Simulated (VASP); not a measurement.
Crystal: AlPt.

```
Al Pt
1.0
     3.09155    0.00000    0.00000
     0.00000    3.09155    0.00000
     0.00000    0.00000    3.09155
Al Pt
1 1
Direct
  0.00000 0.00000 0.00000
  0.50000 0.50000 0.50000
```

```yaml
Program: VASP 6.6.1
Task: relaxation of cell and atoms
Functional: LDA
Potentials_or_basis: VASP PAW LDA potentials, release 64 (Al, Pt)
Cutoff: 500 eV
k_mesh: 6 × 6 × 6
Occupations: fermi-dirac, width 0.1 eV
Spin: no spin polarisation
```

At the start: pressure -9.0 GPa; volume 14.77 Å³/atom.

Task: Where does the relaxation end?

Result: Over 3 steps the energy falls by 20.3 meV/atom and the volume is 14.10 Å³/atom (-4.6 %); space group Pm-3m (No. 221, to 0.05 Å).

The path:
```
step  energy change (eV)  largest force (eV/Å)  pressure (GPa)  volume (Å³)
   1              0.0000                0.0000           -9.03        29.55
   2              0.0732                0.0000           19.16        26.13
   3             -0.0406                0.0000           -0.22        28.20
```

Final structure:
```xyz
2
Lattice="3.0439 0.0000 0.0000 0.0000 3.0439 0.0000 0.0000 0.0000 3.0439" Properties=species:S:1:pos:R:3 pbc="T T T"
Al    0.0000    0.0000    0.0000
Pt    1.5219    1.5219    1.5219
```
